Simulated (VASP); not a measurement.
# AlGa2N3 (I-4m2) in VASP: notebook

Runs on AlGa2N3. Level: PBE. Tasks: single point.

All numbers are computed with VASP 6.6.1; they aren't measurements. Logs are shortened: lines on timing, memory, paths and dates and some standing lists are left out, and cuts for length are marked.

### 1 The cell of the first run

Symmetry: I-4m2, No. 119, tetragonal system. The conventional cell has a = 3.185 Å, b = 3.185 Å, c = 13.472 Å, α = 90.00°, β = 90.00°, γ = 90.00°. Al (site symmetry -4m2) has 4 N at 1.91 Å within 2.5 Å. Within 2.6 Å of Ga (site symmetry 2mm) lie 4 N at 1.96 to 1.97 Å. N (site symmetry 2mm) has 2 Al at 1.91 Å and 2 Ga at 1.97 Å within 2.5 Å. Within 2.6 Å of N (site symmetry -4m2) lie 4 Ga at 1.96 Å.

### 2 Single point, PBE

File INCAR:

```
  PREC = Accurate
  ENCUT = 520
  EDIFF = 1E-7
  ISMEAR = 0
  SIGMA = 0.1
  LREAL = F
  LASPH = T
  NELM = 100
  ALGO = Normal
  ISIF = 2
  LWAVE = F
  LCHARG = T
  GGA = PE
  LELF = T
  LVHAR = T
  NBANDS = 31
```

File KPOINTS:

```
regular mesh
0
Gamma
  8 8 8
```

File POSCAR:

```
AlGa2N3
1.0
   -1.5923198453      1.5923198453      6.7358121300
    1.5923198453     -1.5923198453      6.7358121300
    1.5923198453      1.5923198453     -6.7358121300
Al Ga N
1 2 3
Direct
    0.5000000000      0.5000000000      0.0000000000
    0.8353917906      0.8353917906      0.0000000000
    0.1646082094      0.1646082094      0.0000000000
    0.4215164667      0.9215164667      0.5000000000
    0.0784835333      0.5784835333      0.5000000000
    0.7500000000      0.2500000000      0.5000000000
```

Potentials or basis: VASP PAW PBE potentials, release 64 (Al, Ga_d, N).

On the command line:

```bash
$ cat potpaw_PBE.64/Al/POTCAR potpaw_PBE.64/Ga_d/POTCAR potpaw_PBE.64/N/POTCAR > POTCAR
$ mpirun -np 1 vasp_std > vasp.out
```

OUTCAR:

```text
PREC = Accurate
   ENCUT = 520
   EDIFF = 1E-7
   ISMEAR = 0
   LREAL = F
   LASPH = T
   NELM = 100
   ISIF = 2
   GGA = PE

 ion  position               nearest neighbor table
   1  0.500  0.500  0.000-   5 1.91   4 1.91   5 1.91   4 1.91
   2  0.835  0.835  0.000-   6 1.96   6 1.96   4 1.97   4 1.97
   3  0.165  0.165  0.000-   6 1.96   6 1.96   5 1.97   5 1.97
   4  0.422  0.922  0.500-   1 1.91   1 1.91   2 1.97   2 1.97
   5  0.078  0.578  0.500-   1 1.91   1 1.91   3 1.97   3 1.97
   6  0.750  0.250  0.500-   3 1.96   2 1.96   2 1.96   3 1.96

  LATTYP: Found a body centered tetragonal cell.
 ALAT       =     3.1846396906
 C/A-ratio  =     4.2301878921

  Lattice vectors:

 A1 = (  -1.5923198453,   1.5923198453,   6.7358121300)
 A2 = (   1.5923198453,  -1.5923198453,   6.7358121300)
 A3 = (   1.5923198453,   1.5923198453,  -6.7358121300)

Analysis of symmetry for initial positions (statically):
=====================================================================
 Subroutine PRICEL returns:
 Original cell was already a primitive cell.

 Routine SETGRP: Setting up the symmetry group for a
 body centered tetragonal supercell.

 Subroutine GETGRP returns: Found  8 space group operations
 (whereof  8 operations were pure point group operations)
 out of a pool of 16 trial point group operations.

The static configuration has the point symmetry D_2d.

Analysis of symmetry for dynamics (positions and initial velocities):
=====================================================================
 Subroutine PRICEL returns:
 Original cell was already a primitive cell.

 Routine SETGRP: Setting up the symmetry group for a
 body centered tetragonal supercell.

 Subroutine GETGRP returns: Found  8 space group operations
 (whereof  8 operations were pure point group operations)
 out of a pool of 16 trial point group operations.

The dynamic configuration has the point symmetry D_2d.

 Subroutine INISYM returns: Found  8 space group operations
 (whereof  8 operations are pure point group operations),
 and found     1 'primitive' translations

----------------------------------------------------------------------------------------

                                     Primitive cell

  volume of cell :      68.3141

  direct lattice vectors                    reciprocal lattice vectors
    -1.592319845  1.592319845  6.735812130     0.000000000  0.314007265  0.074230099
     1.592319845 -1.592319845  6.735812130     0.314007265  0.000000000  0.074230099
     1.592319845  1.592319845 -6.735812130     0.314007265  0.314007265  0.000000000

  length of vectors
     7.102262318  7.102262318  7.102262318     0.322661851  0.322661851  0.444073333

  position of ions in fractional coordinates (direct lattice)
     0.500000000  0.500000000  0.000000000
     0.835391791  0.835391791  0.000000000
     0.164608209  0.164608209  0.000000000
     0.421516467  0.921516467  0.500000000
     0.078483533  0.578483533  0.500000000
     0.750000000  0.250000000  0.500000000

  ion indices of the primitive-cell ions
   primitive index   ion index
                 1           1
                 2           2
                 3           3
                 4           4
                 5           5
                 6           6

----------------------------------------------------------------------------------------

 KPOINTS: regular mesh

Automatic generation of k-mesh.
 Grid dimensions read from file:
 generate k-points for:    8    8    8

 Generating k-lattice:

  Cartesian coordinates                     Fractional coordinates (reciprocal lattice)
     0.000000000  0.039250908  0.009278762     0.125000000  0.000000000  0.000000000
     0.039250908  0.000000000  0.009278762     0.000000000  0.125000000  0.000000000
     0.039250908  0.039250908  0.000000000     0.000000000  0.000000000  0.125000000

  Length of vectors
     0.040332731  0.040332731  0.055509167

  Shift w.r.t. Gamma in fractional coordinates (k-lattice)
     0.000000000  0.000000000  0.000000000

 Subroutine IBZKPT returns following result:
 ===========================================

 Found     59 irreducible k-points:

 Following reciprocal coordinates:
            Coordinates               Weight
  0.000000  0.000000  0.000000      1.000000
  0.125000  0.000000  0.000000      8.000000
  0.250000  0.000000  0.000000      8.000000
  0.375000  0.000000  0.000000      8.000000
  0.500000  0.000000  0.000000      4.000000
  0.125000  0.125000  0.000000      8.000000
[... 16 lines left out ...]
  0.250000  0.125000  0.125000     16.000000
  0.375000  0.125000  0.125000      8.000000
 [... further k-points ...]
   k-points           NKPTS =     59   k-points in BZ     NKDIM =     59   number of bands    NBANDS=     31
   number of dos      NEDOS =    301   number of ions     NIONS =      6
   total plane-waves  NPLWV = 157464
   dimension x,y,z NGX =    54 NGY =   54 NGZ =   54
   dimension x,y,z NGXF=   108 NGYF=  108 NGZF=  108
   ions per type =               1   2   3
   NGX,Y,Z   is equivalent  to a cutoff of  12.64, 12.64, 12.64 a.u.
   NGXF,Y,Z  is equivalent  to a cutoff of  25.28, 25.28, 25.28 a.u.
 SYSTEM =  unknown system
   PREC   = accura    normal or accurate (medium, high low for compatibility)
   ISTART =      0    job   : 0-new  1-cont  2-samecut
   ICHARG =      2    charge: 1-file 2-atom 10-const
   ISPIN  =      1    spin polarized calculation?
   LNONCOLLINEAR =      F non collinear calculations
   LSORBIT =      F    spin-orbit coupling
   LASPH  =      T    aspherical Exc in radial PAW
   ENCUT  =  520.0 eV  38.22 Ry    6.18 a.u.  13.21 13.21 13.21*2*pi/ulx,y,z
   NELM   =    100;   NELMIN=  2; NELMDL= -5     # of ELM steps
   EDIFF  = 0.1E-06   stopping-criterion for ELM
   LREAL  =      F    real-space projection
   EDIFFG = 0.1E-05   stopping-criterion for IOM
   NSW    =      0    number of steps for IOM
   IBRION =     -1    ionic relax: 0-MD 1-quasi-New 2-CG
   NFREE  =      0    steps in history (QN), initial steepest desc. (CG)
   ISIF   =      2    stress and relaxation
   ISYM   =      2    0-nonsym 1-usesym 2-fastsym
   POTIM  = 0.5000    time-step for ionic-motion
   TEBEG  =    0.0;   TEEND  =   0.0 temperature during run
   PSTRESS=    0.0 pullay stress
   NELECT =      44.0000    total number of electrons
   NUPDOWN=      -1.0000    fix difference up-down
   EMIN   =  10.00;   EMAX   =-10.00  energy-range for DOS
   EFERMI =   0.00;   METHOD = LEGACY
   ISMEAR =     0;   SIGMA  =   0.10  broadening in eV -4-tet -1-fermi 0-gaus
   EFERMI_NEDOS =   21; number of points for ismear=-14 and -15
   IALGO  =     38    algorithm
   IMIX   =      4    mixing-type and parameters
     AMIX     =   0.40;   BMIX     =  1.00
     AMIX_MAG =   1.60;   BMIX_MAG =  1.00
  volume/ion in A,a.u.               =      11.39        76.83
  Fermi-wavevector in a.u.,A,eV,Ry     =   1.413803  2.671700 27.195850  1.998839
  Thomas-Fermi vector in A             =   2.535411
   LORBIT       =      0    0 simple, 1 ext, 2 COOP (PROOUT), +10 PAW based schemes
   GGA     = PE    functional components
   LHFCALC =     F    Hartree Fock is set to
   AEXX    =    0.0000 exact exchange contribution
   IVDW    =     0    specifies the selected vdW correction
   LEPSILON=     F    determine dielectric tensor
   LRPA    =     F    only Hartree local field effects (RPA)
 non-spin polarized calculation
 Gauss-broadening in eV      SIGMA  =   0.10
  energy-cutoff  :      520.00
  volume of cell :       68.31
 maximum number of plane-waves:      1864
 NGX is ok and might be reduce to    54

 number of electron      44.0000005 magnetization

 Free energy of the ion-electron system (eV)
  ---------------------------------------------------
  ext. energy  EPLUGINS =         0.00000000
  ---------------------------------------------------
  free energy    TOTEN  =       -39.13820166 eV

  energy without entropy =      -39.13820166  energy(sigma->0) =      -39.13820166

 E-fermi :   5.7036     XC(G=0): -11.3140

 val. band max:        5.2676399444   @ k =   0.0000   0.0000   0.0000
 cond. band min:       7.5164694188   @ k =   0.0000   0.0000   0.0000
 fundamental gap:      2.2488294744
 Fermi energy:         5.7035544247

 k-point     1 :       0.0000    0.0000    0.0000
  band No.  band energies     occupation
      1     -10.2064      2.00000
      2      -9.3797      2.00000
      3      -8.8798      2.00000
      4      -7.9002      2.00000
      5      -7.9002      2.00000
      6      -7.8492      2.00000
[... 23 lines left out ...]
     30      16.0706      0.00000
     31      16.1218      0.00000

 k-point     2 :       0.1250    0.0000    0.0000
  band No.  band energies     occupation
      1     -10.0823      2.00000
      2      -9.3674      2.00000
      3      -8.8715      2.00000
      4      -7.8951      2.00000
      5      -7.8847      2.00000
      6      -7.8543      2.00000
[... 23 lines left out ...]
     30      16.0952      0.00000
     31      16.1882      0.00000

 k-point     3 :       0.2500    0.0000    0.0000
  band No.  band energies     occupation
      1      -9.7765      2.00000
      2      -9.3221      2.00000
      3      -8.8665      2.00000
      4      -7.8821      2.00000
      5      -7.8818      2.00000
      6      -7.8072      2.00000
[... 23 lines left out ...]
     30      16.0947      0.00000
     31      16.4126      0.00000

 k-point     4 :       0.3750    0.0000    0.0000
  band No.  band energies     occupation
      1      -9.5178      2.00000
      2      -9.2042      2.00000
      3      -8.8819      2.00000
      4      -7.8939      2.00000
      5      -7.8666      2.00000
      6      -7.8116      2.00000
[... 23 lines left out ...]
     30      15.7163      0.00000
     31      15.8665      0.00000

 k-point     5 :       0.5000    0.0000    0.0000
  band No.  band energies     occupation
      1      -9.4554      2.00000
      2      -9.1034      2.00000
      3      -8.8995      2.00000
      4      -7.8956      2.00000
      5      -7.8580      2.00000
      6      -7.8228      2.00000
[... 23 lines left out ...]
     30      15.5579      0.00000
     31      15.7388      0.00000
[... 542 lines left out ...]
     30      16.6156      0.00000
     31      17.0781      0.00000

 k-point    22 :       0.1250    0.1250    0.1250
  band No.  band energies     occupation
      1      -9.5136      2.00000
      2      -9.1897      2.00000
      3      -8.8258      2.00000
      4      -7.8544      2.00000
      5      -7.8355      2.00000
      6      -7.8186      2.00000
[... 23 lines left out ...]
     30      15.7813      0.00000
     31      16.3001      0.00000

 k-point    23 :       0.2500    0.1250    0.1250
  band No.  band energies     occupation
      1      -9.3974      2.00000
      2      -9.0373      2.00000
      3      -8.8243      2.00000
      4      -7.8465      2.00000
      5      -7.8241      2.00000
      6      -7.7982      2.00000
[... 23 lines left out ...]
     30      15.8134      0.00000
     31      16.3869      0.00000

 k-point    24 :       0.3750    0.1250    0.1250
  band No.  band energies     occupation
      1      -9.3688      2.00000
      2      -8.9588      2.00000
      3      -8.8325      2.00000
      4      -7.8469      2.00000
      5      -7.8153      2.00000
      6      -7.8031      2.00000
[... 23 lines left out ...]
     30      15.8665      0.00000
     31      16.3968      0.00000

 [... further k-points ...]

------------------------ aborting loop because EDIFF is reached ----------------------------------------

  FORCE on cell =-STRESS in cart. coord.  units (eV):
  Direction    XX          YY          ZZ          XY          YZ          ZX
  --------------------------------------------------------------------------------------
  -------------------------------------------------------------------------------------
  Total       -0.0139778     -0.0139778     -0.0170715      0.0000000      0.0000000      0.0000000
  in kB       -0.3278214     -0.3278214     -0.4003801      0.0000000      0.0000000      0.0000000
  external PRESSURE =      -0.3520076 kB  Pullay stress =       0.0000000 kB

 VOLUME and BASIS-vectors are now :
 -----------------------------------------------------------------------------
  energy-cutoff  :      520.00
  volume of cell :       68.31
      direct lattice vectors                 reciprocal lattice vectors
    -1.592319845  1.592319845  6.735812130     0.000000000  0.314007265  0.074230099
     1.592319845 -1.592319845  6.735812130     0.314007265  0.000000000  0.074230099
     1.592319845  1.592319845 -6.735812130     0.314007265  0.314007265  0.000000000

 POSITION                                       TOTAL-FORCE (eV/Angst)
 -----------------------------------------------------------------------------------
      0.00000      0.00000      6.73581         0.000000     -0.000000      0.000000
      0.00000      0.00000     11.25408         0.000000     -0.000000     -0.007626
      0.00000      0.00000      2.21754         0.000000     -0.000000      0.007626
      1.59232      0.00000      5.67851        -0.000000      0.000000      0.024410
      1.59232      0.00000      1.05730        -0.000000      0.000000     -0.024410
      0.00000      1.59232      3.36791         0.000000     -0.000000      0.000000
 -----------------------------------------------------------------------------------
    total drift:                                0.000001     -0.000001      0.000000

  FREE ENERGIE OF THE ION-ELECTRON SYSTEM (eV)
  ---------------------------------------------------
  free  energy   TOTEN  =       -39.1382016580 eV

  energy  without entropy=      -39.1382016580  energy(sigma->0) =      -39.13820166
```

Run time: 5.3 min. Hardware: 1 thread of Intel Xeon 6975P-C (Granite Rapids), shared host; peak memory 0.46 GiB.

What came out:

| Item | Value |
| --- | --- |
| Free energy | -39.1382 eV |
| Pressure | 0.0 GPa |
| Largest force | 0.024 eV/Å |
| Band gap on the k mesh | 2.25 eV |

Forces in eV/Å, atoms in the order of the input:
```
Al   0.000  0.000  0.000
Ga   0.000  0.000 -0.008
Ga   0.000  0.000  0.008
N    0.000  0.000  0.024
N    0.000  0.000 -0.024
N    0.000  0.000  0.000
```

A k mesh can miss the band edges.

### 3 Single point, PBE

This run uses another cell than the first one: it holds 12 atoms, not 6.

File INCAR:

```
SYSTEM = AlGa2N3
PREC     = Accurate       ! precision mode
ENCUT    = 520            ! plane-wave cutoff, eV
EDIFF    = 1E-6           ! SCF threshold, eV
ISMEAR   = 0              ! smearing method
SIGMA    = 0.1            ! smearing width, eV
LREAL    = .False.        ! projectors in reciprocal space
LASPH    = .True.         ! aspherical terms in the spheres
NELM     = 60             ! most SCF steps
ALGO     = Normal         ! electronic algorithm
ISIF     = 2              ! what is computed and relaxed
LWAVE    = .False.        ! write WAVECAR
LCHARG   = .False.        ! write CHGCAR
GGA      = PE             ! functional
NBANDS   = 56             ! bands
```

File KPOINTS:

```
regular mesh
0
Gamma
  4 2 4
  0 0 0
```

File POSCAR:

```
AlGa2N3
1.0
    0.0000000000     -3.1846396906      0.0000000000
    6.3692793812      0.0000000000      0.0000000000
   -1.5923198453      1.5923198453      6.7358121300
Al Ga N
2 4 6
Direct
    0.5000000000      0.2500000000      1.0000000000
    0.5000000000      0.7500000000      1.0000000000
    0.8353917906      0.4176958953      0.6707835812
    0.8353917906      0.9176958953      0.6707835812
    0.1646082094      0.0823041047      0.3292164188
    0.1646082094      0.5823041047      0.3292164188
    0.4215164667      0.4607582334      0.8430329334
    0.4215164667      0.9607582334      0.8430329334
    0.0784835333      0.2892417666      0.1569670666
    0.0784835333      0.7892417666      0.1569670666
    0.7500000000      0.1250000000      0.5000000000
    0.7500000000      0.6250000000      0.5000000000
```

Potentials or basis: VASP PAW PBE potentials, release 64 (Al, Ga_d, N).

On the command line:

```bash
$ cat potpaw_PBE.64/Al/POTCAR potpaw_PBE.64/Ga_d/POTCAR potpaw_PBE.64/N/POTCAR > POTCAR
$ mpirun -np 1 vasp_std > vasp.out
```

Wall time 68 s (1 thread of Intel Xeon 6975P-C (Granite Rapids), shared host); peak memory 0.28 GiB.

Results (log left out):

```yaml
Free_energy: -78.1726 eV
Pressure: 0.0 GPa
Largest_force: 0.036 eV/Å
Band_gap_on_the_k_mesh: 2.24 eV
```

Forces on the atoms (eV/Å):
```
Al   0.000  0.000  0.000
Al   0.000  0.000  0.000
Ga   0.000  0.000 -0.012
Ga   0.000  0.000 -0.012
Ga   0.000  0.000  0.012
Ga   0.000  0.000  0.012
N    0.000  0.000  0.036
N    0.000  0.000  0.036
N    0.000  0.000 -0.036
N    0.000  0.000 -0.036
N    0.000  0.000  0.000
N    0.000  0.000  0.000
```

Stress tensor (GPa, compression positive):
```
 0.14  0.00  0.00
 0.00  0.14  0.00
 0.00  0.00 -0.42
```

Levels at points of the mesh, in eV from the valence-band top:
```tsv
k point	band 41	band 42	band 43	band 44	band 45	band 46	band 47	band 48
(0.00, 0.00, 0.00)	-0.68	-0.12	0.00	0.00	2.24	4.45	4.47	5.03
(0.50, 0.00, 0.00)	-1.14	-0.81	-0.77	-0.68	3.28	5.03	5.16	5.33
(0.00, 0.50, 0.00)	-0.82	-0.82	-0.19	-0.19	4.28	4.28	5.54	5.54
(0.50, 0.50, 0.00)	-1.64	-1.64	-1.51	-1.51	4.99	4.99	5.50	5.50
(0.00, 0.00, 0.50)	-0.77	-0.68	-0.50	-0.50	3.30	4.21	4.44	5.03
(0.00, 0.50, 0.50)	-0.46	-0.46	-0.38	-0.38	4.41	4.41	5.06	5.06
```

Caveat: the k points lie up to 0.51 Å⁻¹ apart.
